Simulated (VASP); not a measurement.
A run of VASP 6.6.1 is set up as follows.

The input INCAR:

```
ALGO = Normal
EDIFF = 1E-6
ENCUT = 460
GGA = PS
GGA_COMPAT = F
ISMEAR = -1
LASPH = T
LCHARG = F
LMAXMIX = 4
LREAL = F
LWAVE = F
NBANDS = 15
NELM = 120
PREC = Accurate
SIGMA = 0.02
```

Contents of KPOINTS:

```
Automatic mesh
0
Gamma
  27 27 27
  0 0 0
```

KPOINTS_OPT

```
path GXWKGLUWLK,UX
12
line-mode
reciprocal
 0.0000000000  0.0000000000  0.0000000000  G
 0.5000000000  0.0000000000  0.5000000000  X

 0.5000000000  0.0000000000  0.5000000000  X
 0.5000000000  0.2500000000  0.7500000000  W

 0.5000000000  0.2500000000  0.7500000000  W
 0.3750000000  0.3750000000  0.7500000000  K

 0.3750000000  0.3750000000  0.7500000000  K
 0.0000000000  0.0000000000  0.0000000000  G

 0.0000000000  0.0000000000  0.0000000000  G
 0.5000000000  0.5000000000  0.5000000000  L

 0.5000000000  0.5000000000  0.5000000000  L
 0.6250000000  0.2500000000  0.6250000000  U

 0.6250000000  0.2500000000  0.6250000000  U
 0.5000000000  0.2500000000  0.7500000000  W

 0.5000000000  0.2500000000  0.7500000000  W
 0.5000000000  0.5000000000  0.5000000000  L

 0.5000000000  0.5000000000  0.5000000000  L
 0.3750000000  0.3750000000  0.7500000000  K

 0.6250000000  0.2500000000  0.6250000000  U
 0.5000000000  0.0000000000  0.5000000000  X
```

POSCAR

```
Os
1.0
    0.0000000000      1.9450000000      1.9450000000
    1.9450000000      0.0000000000      1.9450000000
    1.9450000000      1.9450000000      0.0000000000
Os
1
Direct
    0.0000000000      0.0000000000      0.0000000000
```

Potentials or basis: VASP PAW PBE potentials, release 64 (Os).

Launch:

```console
$ cat potpaw_PBE.64/Os/POTCAR > POTCAR
$ mpirun -np 1 vasp_std > vasp.out
```

**Question.** Estimate the band gap along the path.

**Answer.** Zero within the smearing.

**Question.** Predict the pressure.

**Answer.** -20.2 GPa.

Levels at the corners of the path, in eV from the Fermi level:
```
point  band 1  band 2  band 3  band 4  band 5  band 6  band 7  band 8  band 9
    Γ  -10.44   -2.82   -2.82   -2.82    0.02    0.02   14.28   19.78   19.78
    X   -7.13   -6.44    2.21    2.21    2.88    2.88   11.42   11.91   11.91
    X   -7.13   -6.44    2.21    2.21    2.88    2.88   11.42   11.91   11.91
    W   -5.43   -3.94   -3.94   -0.75    2.89    8.95    9.73    9.73   14.17
    W   -5.43   -3.94   -3.94   -0.75    2.89    8.95    9.73    9.73   14.17
    K   -6.10   -5.11   -1.94    0.28    1.94    6.91    8.62   12.36   15.93
    K   -6.10   -5.11   -1.94    0.28    1.94    6.91    8.62   12.36   15.93
    Γ  -10.44   -2.82   -2.82   -2.82    0.02    0.02   14.28   19.78   19.78
    Γ  -10.44   -2.82   -2.82   -2.82    0.02    0.02   14.28   19.78   19.78
    L   -7.30   -2.96   -2.96   -0.25    2.25    2.25    8.33   13.79   19.84
    L   -7.30   -2.96   -2.96   -0.25    2.25    2.25    8.33   13.79   19.84
    U   -6.10   -5.11   -1.94    0.28    1.94    6.91    8.62   12.36   15.93
    U   -6.10   -5.11   -1.94    0.28    1.94    6.91    8.62   12.36   15.93
    W   -5.43   -3.94   -3.94   -0.75    2.89    8.95    9.73    9.73   14.17
    W   -5.43   -3.94   -3.94   -0.75    2.89    8.95    9.73    9.73   14.17
    L   -7.30   -2.96   -2.96   -0.25    2.25    2.25    8.33   13.79   19.84
    L   -7.30   -2.96   -2.96   -0.25    2.25    2.25    8.33   13.79   19.84
    K   -6.10   -5.11   -1.94    0.28    1.94    6.91    8.62   12.36   15.93
    U   -6.10   -5.11   -1.94    0.28    1.94    6.91    8.62   12.36   15.93
    X   -7.13   -6.44    2.21    2.21    2.88    2.88   11.42   11.91   11.91
```

Caveat: the cell stands under tension; the PAW data sets were made with another functional, which shifts forces and pressure a little; spin-orbit coupling is left out, which moves the levels of the heavy elements.
